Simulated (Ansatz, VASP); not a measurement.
# P in VASP and in Ansatz

File POSCAR:

```
P
1.0
    1.6538346590     -5.4984059606      0.0000000000
    1.6538346590      5.4984059606      0.0000000000
    0.0000000000      0.0000000000      4.5468944061
P
4
Direct
    0.0955109276      0.9044890724      0.9118095445
    0.5955109276      0.4044890724      0.5881904555
    0.9044890724      0.0955109276      0.0881904555
    0.4044890724      0.5955109276      0.4118095445
```

INCAR.step1

```
SYSTEM = P
PREC = Accurate
ENCUT = 520
ISMEAR = -1
SIGMA = 0.01
LREAL = .FALSE.
LASPH = .TRUE.
NELM = 100
NBANDS = 18
GGA = PE
ALGO = Normal
EDIFF = 1E-4
LWAVE = .TRUE.
LCHARG = .FALSE.
```

File INCAR.step2:

```
SYSTEM = P
PREC = Accurate
ENCUT = 520
EDIFF = 1E-7
ISMEAR = -1
SIGMA = 0.01
LREAL = .FALSE.
LASPH = .TRUE.
NELM = 100
ALGO = Normal
ISIF = 2
LWAVE = .FALSE.
LCHARG = .FALSE.
METAGGA = R2SCAN
LMIXTAU = .TRUE.
NBANDS = 18
ISTART = 1
```

File KPOINTS:

```
regular mesh
0
G
  10 10 7
  0 0 0
```

Input for Ansatz:

```yaml
crystal:
  lattice:
    - [1.653834659, -5.4984059606, 0.0]
    - [1.653834659, 5.4984059606, 0.0]
    - [0.0, 0.0, 4.5468944061]
  atoms:
    - { symbol: P, position: [0.0955109276, 0.9044890724, 0.9118095445] }
    - { symbol: P, position: [0.5955109276, 0.4044890724, 0.5881904555] }
    - { symbol: P, position: [0.9044890724, 0.0955109276, 0.0881904555] }
    - { symbol: P, position: [0.4044890724, 0.5955109276, 0.4118095445] }
hamiltonian:
  xc: r2scan
  pseudopotentials:
    kind: paw
    azcp:
      P: "pseudopotentials/P.paw.azcp"
basis:
  ecutwfc: 500
  fft_grid_basis: typed
kpoints:
  mp_grid: { grid: [10, 10, 7], shift: [0, 0, 0] }
magnetization:
  spin_polarized: false
scf:
  occupations: { method: fermi_dirac, width: 0.01 }
  lower_state_search: "off"
output:
  stress: true
  write_density: true
  write_potential: true
  elf: true
  volumetric_format: npy
```

Alike in both runs: task single point; functional r2SCAN; k mesh 10 × 10 × 7; occupations fermi-dirac, width 0.01 eV; no spin polarisation.

|  | VASP | Ansatz |
| --- | --- | --- |
| version | VASP 6.6.1 | Ansatz 0.2.0 |
| potentials or method | VASP PAW PBE potentials, release 64 (P), cutoff 520 eV | plane waves (500 eV) with PAW, scalar-relativistic |
| valence electrons in the cell | 20 | 20 |

|  | VASP | Ansatz | Ansatz less VASP |
| --- | --- | --- | --- |
| pressure (GPa) | -0.7 | -0.1 | +0.63 |
| traceless stress, the component that is largest in VASP (GPa) | 0.38 | 0.28 | -0.097 |

VASP's potentials were made for PBE, not for r2SCAN.
